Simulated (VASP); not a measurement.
Input of a VASP 6.6.1 run:

File INCAR:

```
PREC = Accurate ; ENCUT = 520
EDIFF = 1E-6 ; ISMEAR = -1
SIGMA = 0.08 ; LREAL = F
LASPH = T ; NELM = 100
ALGO = Normal ; ISIF = 2
LWAVE = F ; LCHARG = F
GGA = PE ; IVDW = 12
NBANDS = 12
```

File KPOINTS:

```
Automatic mesh
0
Gamma
  13 13 13
```

POSCAR

```
La
1.0
   -1.9296393454      1.9296393454      1.9296393454
    1.9296393454     -1.9296393454      1.9296393454
    1.9296393454      1.9296393454     -1.9296393454
La
1
Direct
    0.0000000000      0.0000000000      0.0000000000
```

Potentials or basis: VASP PAW PBE potentials, release 64 (La).

Launch:

```sh
$ cat potpaw_PBE.64/La/POTCAR > POTCAR
$ mpirun -np 1 vasp_std > vasp.out
```

Q: Estimate the dispersion energy per atom.

A: -0.535 eV.

Q: What does it give for the pressure?

A: 7.1 GPa.

Q: Predict the band gap on the k mesh.

A: Zero (an odd number of electrons rules out a gap without spin polarisation).

Caveat: three body term missing; the cell stands under pressure; spin-orbit coupling is left out, which moves the levels of the heavy elements.
